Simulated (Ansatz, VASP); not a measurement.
Two plane-wave programs on ZnS

File POSCAR:

```
ZnS
1.0
    3.7691793045      0.0000000000      0.0000000000
   -1.8845896523      3.2642050291      0.0000000000
    0.0000000000      0.0000000000     12.3397609632
Zn S
4 4
Direct
    0.0000000000      0.0000000000      0.0000994091
    0.0000000000      0.0000000000      0.5000994091
    0.3333333333      0.6666666667      0.2500617018
    0.6666666667      0.3333333333      0.7500617018
    0.0000000000      0.0000000000      0.1872446797
    0.0000000000      0.0000000000      0.6872446797
    0.3333333333      0.6666666667      0.4375942094
    0.6666666667      0.3333333333      0.9375942094
```

The input INCAR.step1:

```
SYSTEM = ZnS
PREC = Accurate ; ENCUT = 520
ISMEAR = 0 ; SIGMA = 0.01
LREAL = .False. ; LASPH = .True.
NELM = 100 ; NBANDS = 46
GGA = PE ; ALGO = Normal
EDIFF = 1E-4 ; LWAVE = .True.
LCHARG = .False.
```

The input INCAR.step2:

```
SYSTEM = ZnS
PREC = Accurate ; ENCUT = 520
EDIFF = 1E-6 ; ISMEAR = 0
SIGMA = 0.01 ; LREAL = .False.
LASPH = .True. ; NELM = 100
ALGO = Normal ; ISIF = 2
LWAVE = .False. ; LCHARG = .False.
METAGGA = R2SCAN ; LMIXTAU = .True.
NBANDS = 46 ; ISTART = 1
```

File KPOINTS:

```
Automatic mesh
0
Gamma
  6 6 2
  0 0 0
```

Input for Ansatz:

```yaml
crystal:
  lattice:
    - [3.7691793045, 0.0, 0.0]
    - [-1.8845896523, 3.2642050291, 0.0]
    - [0.0, 0.0, 12.3397609632]
  atoms:
    - { symbol: Zn, position: [0.0, 0.0, 9.94091e-05] }
    - { symbol: Zn, position: [0.0, 0.0, 0.5000994091] }
    - { symbol: Zn, position: [0.3333333333, 0.6666666667, 0.2500617018] }
    - { symbol: Zn, position: [0.6666666667, 0.3333333333, 0.7500617018] }
    - { symbol: S, position: [0.0, 0.0, 0.1872446797] }
    - { symbol: S, position: [0.0, 0.0, 0.6872446797] }
    - { symbol: S, position: [0.3333333333, 0.6666666667, 0.4375942094] }
    - { symbol: S, position: [0.6666666667, 0.3333333333, 0.9375942094] }
kpoints:
  mp_grid: { grid: [6, 6, 2] }
hamiltonian:
  xc: r2scan
scf:
  occupations: { method: fixed }
  n_extra_bands: 6
output:
  forces: true
  stress: true
  eigenvalues: true
```

Alike in both runs: task single point; functional r2SCAN; k mesh 6 × 6 × 2; no spin polarisation.

|  | VASP | Ansatz |
| --- | --- | --- |
| version | VASP 6.6.1 | Ansatz 0.2.0 |
| potentials or method | VASP PAW PBE potentials, release 64 (Zn, S) | plane waves, PAW |
| plane-wave cutoff (eV) | 520 | 500 |
| occupations | gaussian, width 0.01 eV | fixed |
| valence electrons in the cell | 72 | 72 |

```tsv
	VASP	Ansatz	Ansatz less VASP
gap on the k mesh at the Fermi level (eV)	2.90	2.89	-0.013
pressure (GPa)	2.6	2.6	-0.01
rms of the force components (eV/Å)	0.009	0.004	-0.0045
```

VASP's potentials were made for PBE, not for r2SCAN. Atom by atom the forces differ by 0.006 eV/Å (rms over components).
